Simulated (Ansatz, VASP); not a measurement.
**One calculation of Li, two programs**

The input INCAR:

```
SYSTEM = Li
PREC = Accurate
ENCUT = 520
EDIFF = 1E-6
ISMEAR = -1
SIGMA = 0.05
LREAL = .FALSE.
LASPH = .TRUE.
NELM = 80
ALGO = Fast
ISIF = 2
LWAVE = .FALSE.
LCHARG = .FALSE.
GGA = PE
NBANDS = 12
```

KPOINTS

```
Automatic mesh
0
G
  10 10 10
  0 0 0
```

POSCAR

```
Li
1.0
    1.5505000000      0.8951815924      7.5883000000
   -1.5505000000      0.8951815924      7.5883000000
    0.0000000000     -1.7903631848      7.5883000000
Li
3
Direct
    0.7795380000      0.7732570000      0.7740720000
    0.2107960000      0.2341110000      0.2211290000
    0.0055670000      0.0043400000     -0.0108240000
```

Contents of input.yaml:

```yaml
crystal:
  lattice:
    - [1.5505, 0.8951815924, 7.5883]
    - [-1.5505, 0.8951815924, 7.5883]
    - [0.0, -1.7903631848, 7.5883]
  atoms:
    - { symbol: Li, position: [0.779538, 0.773257, 0.774072] }
    - { symbol: Li, position: [0.210796, 0.234111, 0.221129] }
    - { symbol: Li, position: [0.005567, 0.00434, -0.010824] }
hamiltonian:
  xc: pbe
  pseudopotentials: { kind: paw }
kpoints:
  mp_grid: { grid: [10, 10, 10] }
scf:
  occupations: { method: fermi_dirac, width: 0.05 }
output:
  forces: true
  stress: true
  eigenvalues: true
```

Change from the starting cell: atoms moved at random, drawn with an rms of 0.05 Å.

Alike in both runs: task single point; functional PBE; k mesh 10 × 10 × 10; occupations fermi-dirac, width 0.05 eV; no spin polarisation.

|  | VASP | Ansatz |
| --- | --- | --- |
| version | VASP 6.6.1 | Ansatz 0.2.0 |
| potentials or method | VASP PAW PBE potentials, release 64 (Li_sv) | Ansatz PAW |
| plane-wave cutoff (eV) | 520 | 420 |
| valence electrons in the cell | 9 | 9 |

```csv
,VASP,Ansatz,Ansatz less VASP
gap on the k mesh at the Fermi level (eV),none,none,-
rms of the force components (eV/Å),0.020,0.020,0.0000
```

Atom by atom the forces differ by 0.000 eV/Å (rms over components). A gap of «none» marks a metal or a gap that the smearing closes. The functional is the same, so the differences come from potentials, cutoffs and numerics.

Noted on VASP's run: the cutoff is short for stress, so the pressure is rough.
